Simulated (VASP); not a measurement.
Input of a VASP 6.6.1 run:

Contents of INCAR:

```
PREC     = Accurate       # precision mode
ENCUT    = 520            # plane-wave cutoff, eV
EDIFF    = 1E-7           # SCF threshold, eV
ISMEAR   = -1             # smearing method
SIGMA    = 0.05           # smearing width, eV
LREAL    = F              # projectors in reciprocal space
LASPH    = T              # aspherical terms in the spheres
NELM     = 100            # most SCF steps
ALGO     = Normal         # electronic algorithm
ISIF     = 2              # what is computed and relaxed
LWAVE    = F              # write WAVECAR
LCHARG   = F              # write CHGCAR
NBANDS   = 16             # bands
```

The input KPOINTS:

```
regular mesh
0
Gamma
  7 7 7
```

POSCAR

```
GaSb
1.0
   -1.5204009295      2.5929891225      2.8052472049
    1.5204009295     -2.5929891225      2.8052472049
    1.5204009295      2.5929891225     -2.8052472049
Sb Ga
1 1
Direct
    0.5000000000      0.5000000000      0.0000000000
    0.0000000000      0.0000000000      0.0000000000
```

Potentials or basis: VASP PAW LDA potentials, release 64 (Sb, Ga_d).

Launch:

```bash
$ cat potpaw_LDA.64/Sb/POTCAR potpaw_LDA.64/Ga_d/POTCAR > POTCAR
$ mpirun -np 1 vasp_std > vasp.out
```

**Question.** What does it give for the band gap on the k mesh?

**Answer.** Zero (band 9 reaches 9.42 eV, above the bottom of band 10 at 4.83 eV).

**Question.** Predict the pressure.

**Answer.** 0.2 GPa.

Caveat: spin-orbit coupling is left out, which moves the levels of the heavy elements.
